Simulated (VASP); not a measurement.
Set up this calculation in VASP 6.6.1, as the native input.

```yaml
Task: single point
Functional: PBE
Potentials_or_basis: VASP PAW PBE potentials, release 64 (Si, Mo_sv, C)
Cutoff: 520 eV
k_mesh: 8 × 8 × 1
Occupations: gaussian, width 0.1 eV
Spin: collinear spin, ferromagnetic start
Starting_moments: "[0.0, 0.0, 0.0, 0.0, 0.0, 0.0, 2.0] μB"
Dipole_correction: yes
Further_INCAR_settings: ALGO = Normal; EDIFF = 1e-07; NBANDS = 37
```

The structure of Si4Mo2C lies in POSCAR:

```
Si4Mo2C
1.0
    3.2169717515      0.0000000000      0.0000000000
    0.0000000000      3.2169717515      0.0000000000
    0.0000000000      0.0000000000     23.3787970174
Si Mo C
4 2 1
Direct
    0.0000000000      0.0000000000      0.1710952021
    0.0000000000      0.0000000000      0.2821631729
    0.5000000000      0.5000000000      0.3363088202
    0.5000000000      0.5000000000      0.4439405933
    0.5000000000      0.5000000000      0.2266291875
    0.0000000000      0.0000000000      0.3923845043
    1.0000000000      1.0000000000      0.4691771356
```

One way to write it, as run:

INCAR

```
SYSTEM = Si4Mo2C
ALGO     = Normal         ! electronic algorithm
DIPOL    = 0.5 0.5 0.332
EDIFF    = 1E-7           ! SCF threshold, eV
ENCUT    = 520            ! plane-wave cutoff, eV
GGA      = PE             ! functional
IDIPOL   = 3            
ISIF     = 2              ! what is computed and relaxed
ISMEAR   = 0              ! smearing method
ISPIN    = 2              ! spin polarisation
LASPH    = .TRUE.         ! aspherical terms in the spheres
LCHARG   = .FALSE.        ! write CHGCAR
LDIPOL   = .TRUE.       
LMAXMIX  = 4              ! l up to which the mixer works
LORBIT   = 11             ! projections on sites
LREAL    = .FALSE.        ! projectors in reciprocal space
LWAVE    = .FALSE.        ! write WAVECAR
MAGMOM   = 0 0 0 0 0 0 2  ! initial moments
NBANDS   = 37             ! bands
NELM     = 150            ! most SCF steps
PREC     = Accurate       ! precision mode
SIGMA    = 0.1            ! smearing width, eV
```

KPOINTS

```
k-points
0
G
  8 8 1
  0 0 0
```

Potentials or basis: VASP PAW PBE potentials, release 64 (Si, Mo_sv, C).

Run with:

```console
$ cat potpaw_PBE.64/Si/POTCAR potpaw_PBE.64/Mo_sv/POTCAR potpaw_PBE.64/C/POTCAR > POTCAR
$ mpirun -np 1 vasp_std > vasp.out
```

It gave:

The largest force is 4.338 eV/Å and the band gap on the k mesh is zero (filled and empty bands overlap). The net moment is 0.00 μB per cell and the valence electrons inside the program's atomic spheres are Si 1.60, 1.64, 1.56; Mo 12.59, 13.06; C 2.29.

It took 11 min on 1 thread of AMD EPYC 7R13 Processor (Zen 3), on a shared host, peak memory 0.47 GiB.
